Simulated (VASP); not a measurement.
# MgO in VASP: further runs, part 2 of 2

VASP 6.6.1. The steps go on from the part before.

## 3. Single point, PBE

This run uses another cell than the first one.

The input, INCAR:

```
PREC = Accurate ; ENCUT = 520
EDIFF = 1E-6 ; ISMEAR = 0
SIGMA = 0.05 ; LREAL = Auto
LASPH = T ; NELM = 60
ALGO = Normal ; ISIF = 2
LWAVE = F ; LCHARG = T
GGA = PE ; LELF = T
LVHAR = T ; NBANDS = 56
```

The input, KPOINTS:

```
Automatic mesh
0
Gamma
  1 1 14
```

The input, POSCAR:

```
MgO
1.0
   17.4000000000      0.0000000000      0.0000000000
    0.0000000000     17.9000000000      0.0000000000
    0.0000000000      0.0000000000      3.3226893190
Mg O
10 10
Direct
    0.7541923408      0.5533094950      0.5000000000
    0.6733686939      0.6883158851      1.0000000000
    0.5263770452      0.7514289692      0.5000000000
    0.3693092546      0.7184631318      1.0000000000
    0.2621288789      0.6020783748      0.5000000000
    0.2458076592      0.4466905050      1.0000000000
    0.3266313061      0.3116841149      0.5000000000
    0.4736229548      0.2485710308      1.0000000000
    0.6306907454      0.2815368682      0.5000000000
    0.7378711211      0.3979216252      1.0000000000
    0.7406688352      0.6039267715      1.0000000000
    0.6318373344      0.7215593225      0.5000000000
    0.4726738649      0.7545984347      1.0000000000
    0.3239523975      0.6903382834      0.5000000000
    0.2424097955      0.5534186948      1.0000000000
    0.2593311648      0.3960732285      0.5000000000
    0.3681626656      0.2784406775      1.0000000000
    0.5273261351      0.2454015653      0.5000000000
    0.6760476025      0.3096617166      1.0000000000
    0.7575902045      0.4465813052      0.5000000000
```

Potentials or basis: VASP PAW PBE potentials, release 64 (Mg, O).

Command:

```bash
$ cat potpaw_PBE.64/Mg/POTCAR potpaw_PBE.64/O/POTCAR > POTCAR
$ mpirun -np 1 vasp_std > vasp.out
```

OUTCAR:

```text
PREC = Accurate
   ENCUT = 520
   EDIFF = 1E-6
   ISMEAR = 0
   LREAL = Auto
   LASPH = T
   NELM = 60
   ISIF = 2
   GGA = PE

 ion  position               nearest neighbor table
   1  0.754  0.553  0.500-  11 1.91  11 1.91  20 1.91  10 3.25  10 3.25   2 3.25   2 3.25
   2  0.673  0.688  0.000-  12 1.91  12 1.91  11 1.91   1 3.25   1 3.25   3 3.25   3 3.25
   3  0.526  0.751  0.500-  13 1.91  13 1.91  12 1.91   4 3.25   4 3.25   2 3.25   2 3.25
   4  0.369  0.718  0.000-  14 1.91  14 1.91  13 1.91   3 3.25   3 3.25   5 3.25   5 3.25
   5  0.262  0.602  0.500-  15 1.91  15 1.91  14 1.91   6 3.25   6 3.25   4 3.25   4 3.25
   6  0.246  0.447  0.000-  16 1.91  16 1.91  15 1.91   5 3.25   5 3.25   7 3.25   7 3.25
   7  0.327  0.312  0.500-  17 1.91  17 1.91  16 1.91   6 3.25   6 3.25   8 3.25   8 3.25
   8  0.474  0.249  0.000-  18 1.91  18 1.91  17 1.91   9 3.25   9 3.25   7 3.25   7 3.25
   9  0.631  0.282  0.500-  19 1.91  19 1.91  18 1.91   8 3.25   8 3.25  10 3.25  10 3.25
  10  0.738  0.398  0.000-  20 1.91  20 1.91  19 1.91   1 3.25   1 3.25   9 3.25   9 3.25
  11  0.741  0.604  0.000-   1 1.91   1 1.91   2 1.91
  12  0.632  0.722  0.500-   2 1.91   2 1.91   3 1.91
  13  0.473  0.755  0.000-   3 1.91   3 1.91   4 1.91
  14  0.324  0.690  0.500-   4 1.91   4 1.91   5 1.91
[... 224 lines left out ...]
      2     -19.3891      2.00000
      3     -19.3890      2.00000
      4     -19.2851      2.00000
      5     -19.2850      2.00000
      6     -19.1537      2.00000
[... 429 lines left out ...]
     51       3.2516      0.00000
     52       3.2516      0.00000
 [bands above 52 left out]

------------------------ aborting loop because EDIFF is reached ----------------------------------------

  FORCE on cell =-STRESS in cart. coord.  units (eV):
  Direction    XX          YY          ZZ          XY          YZ          ZX
  --------------------------------------------------------------------------------------
  -------------------------------------------------------------------------------------
  Total       -0.3757036     -0.3772613     -0.2663691     -0.0020967      0.0000000      0.0000000
  in kB       -0.5816530     -0.5840645     -0.4123846     -0.0032461      0.0000000      0.0000000
  external PRESSURE =      -0.5260340 kB  Pullay stress =       0.0000000 kB

 VOLUME and BASIS-vectors are now :
 -----------------------------------------------------------------------------
  energy-cutoff  :      520.00
  volume of cell :     1034.88
      direct lattice vectors                 reciprocal lattice vectors
    17.400000000  0.000000000  0.000000000     0.057471264  0.000000000  0.000000000
     0.000000000 17.900000000  0.000000000     0.000000000  0.055865922  0.000000000
     0.000000000  0.000000000  3.322689319     0.000000000  0.000000000  0.300961030

 POSITION                                       TOTAL-FORCE (eV/Angst)
 -----------------------------------------------------------------------------------
     13.12295      9.90424      1.66134        -0.012928     -0.005158      0.000000
     11.71662     12.32085      0.00000        -0.008087     -0.012731      0.000000
      9.15896     13.45058      1.66134        -0.001671     -0.013250      0.000000
      6.42598     12.86049      0.00000         0.006989     -0.010090      0.000000
      4.56104     10.77720      1.66134         0.013105     -0.005344      0.000000
      4.27705      7.99576      0.00000         0.012928      0.005158      0.000000
[... 12 lines left out ...]
     11.76323      5.54294      0.00000         0.002739     -0.004784      0.000000
     13.18207      7.99381      1.66134         0.006321     -0.000024      0.000000
 -----------------------------------------------------------------------------------
    total drift:                                0.000000     -0.000000      0.000000

  FREE ENERGIE OF THE ION-ELECTRON SYSTEM (eV)
  ---------------------------------------------------
  free  energy   TOTEN  =      -109.2849199589 eV

  energy  without entropy=     -109.2849199589  energy(sigma->0) =     -109.28491996
```

OSZICAR:

```text
N       E                     dE             d eps       ncg     rms          rms(c)
DAV:   1     0.703849292877E+03    0.70385E+03   -0.27601E+04   984   0.104E+03
DAV:   2     0.462828122437E+02   -0.65757E+03   -0.62793E+03  1360   0.235E+02
DAV:   3    -0.136480190404E+03   -0.18276E+03   -0.18119E+03  1080   0.132E+02
[... 15 lines left out ...]
DAV:  19    -0.109284790193E+03   -0.20248E-03   -0.23225E-05  1032   0.148E-02    0.485E-03
DAV:  20    -0.109284887535E+03   -0.97342E-04   -0.14745E-05   992   0.135E-02    0.415E-03
DAV:  21    -0.109284917965E+03   -0.30430E-04   -0.68435E-06   936   0.821E-03    0.171E-03
DAV:  22    -0.109284919256E+03   -0.12914E-05   -0.15237E-06   784   0.438E-03    0.234E-03
DAV:  23    -0.109284919959E+03   -0.70273E-06   -0.58119E-07   720   0.344E-03
   1 F= -.10928492E+03 E0= -.10928492E+03  d E =-.819722E-14
```

stdout:

```text
POSCAR found type information on POSCAR MgO
 POSCAR found :  2 types and      20 ions
 scaLAPACK will be used
 LDA part: xc-table for (Slater+PW92), standard interpolation
 POSCAR, INCAR and KPOINTS ok, starting setup
 FFT: planning ... GRIDC
 FFT: planning ... GRID_SOFT
 FFT: planning ... GRID
 WAVECAR not read
 entering main loop
```

Run time: 14 min. Hardware: 1 thread of Intel Xeon 6975P-C (Granite Rapids), shared host; peak memory 1.1 GiB.

Results:

| Property | Result |
| --- | --- |
| Free energy | -109.2849 eV |
| Largest force | 0.015 eV/Å |
| Band gap on the k mesh | 3.16 eV (least direct gap 3.25 eV) |

Forces on the atoms (eV/Å):
```
Mg  -0.013 -0.005  0.000
Mg  -0.008 -0.013  0.000
Mg  -0.002 -0.013  0.000
Mg   0.007 -0.010  0.000
Mg   0.013 -0.005  0.000
Mg   0.013  0.005  0.000
Mg   0.008  0.013  0.000
Mg   0.002  0.013  0.000
Mg  -0.007  0.010  0.000
Mg  -0.013  0.005  0.000
O    0.001  0.003  0.000
O    0.002  0.008  0.000
O    0.003  0.007  0.000
O   -0.003  0.005  0.000
O   -0.006  0.000  0.000
O   -0.001 -0.003  0.000
O   -0.002 -0.008  0.000
O   -0.003 -0.007  0.000
O    0.003 -0.005  0.000
O    0.006  0.000  0.000
```
